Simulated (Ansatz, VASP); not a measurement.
## Zr2F: VASP beside Ansatz

File INCAR:

```
  ALGO = Normal
  EDIFF = 1E-7
  ENCUT = 520
  GGA = PE
  ISIF = 2
  ISMEAR = 0
  LASPH = True
  LCHARG = False
  LREAL = False
  LWAVE = False
  NBANDS = 40
  NELM = 60
  PREC = Accurate
  SIGMA = 0.1
```

KPOINTS

```
k-points
0
Gamma
  6 6 2
```

File POSCAR:

```
Zr2F
1.0
    3.1913073550      0.0000000000      0.0000000000
    0.0000000000      3.1913073550      0.0000000000
    0.0000000000      0.0000000000      9.2030403994
Zr F
4 2
Direct
    0.0000000000      0.5000000000      0.1250000000
    0.0000000000      0.5000000000      0.6250000000
    0.5000000000      0.0000000000      0.3750000000
    0.5000000000      0.0000000000      0.8750000000
    0.0000000000      0.0000000000      0.0000000000
    0.5000000000      0.5000000000      0.5000000000
```

Input for Ansatz:

```yaml
crystal:
  lattice:
    - [3.191307355, 0.0, 0.0]
    - [0.0, 3.191307355, 0.0]
    - [0.0, 0.0, 9.2030403994]
  atoms:
    - { symbol: Zr, position: [0.0, 0.5, 0.125] }
    - { symbol: Zr, position: [0.0, 0.5, 0.625] }
    - { symbol: Zr, position: [0.5, 0.0, 0.375] }
    - { symbol: Zr, position: [0.5, 0.0, 0.875] }
    - { symbol: F, position: [0.0, 0.0, 0.0] }
    - { symbol: F, position: [0.5, 0.5, 0.5] }
basis:
  ecutwfc: 420
kpoints:
  mp_grid: { grid: [6, 6, 2] }
hamiltonian:
  xc: pbe
scf:
  occupations: { method: gaussian, width: 0.1 }
  lower_state_search: "off"
output:
  forces: true
  stress: true
  eigenvalues: true
```

Alike in both runs: task single point; functional PBE; k mesh 6 × 6 × 2; occupations gaussian, width 0.1 eV; no spin polarisation.

```csv
,VASP,Ansatz
version,VASP 6.6.1,Ansatz 0.2.0
potentials or method,"VASP PAW PBE potentials, release 64 (Zr_sv, F), cutoff 520 eV","scalar-relativistic, plane waves, PAW"
valence electrons in the cell,62,62
```

|  | VASP | Ansatz | Ansatz less VASP |
| --- | --- | --- | --- |
| gap on the k mesh at the Fermi level (eV) | none | none | - |
| rms of the force components (eV/Å) | 2.310 | 2.261 | -0.0487 |

Atom by atom the forces differ by 0.049 eV/Å (rms over components). A gap of «none» marks a metal or a gap that the smearing closes. The functional is the same, so the differences come from potentials, cutoffs and numerics.
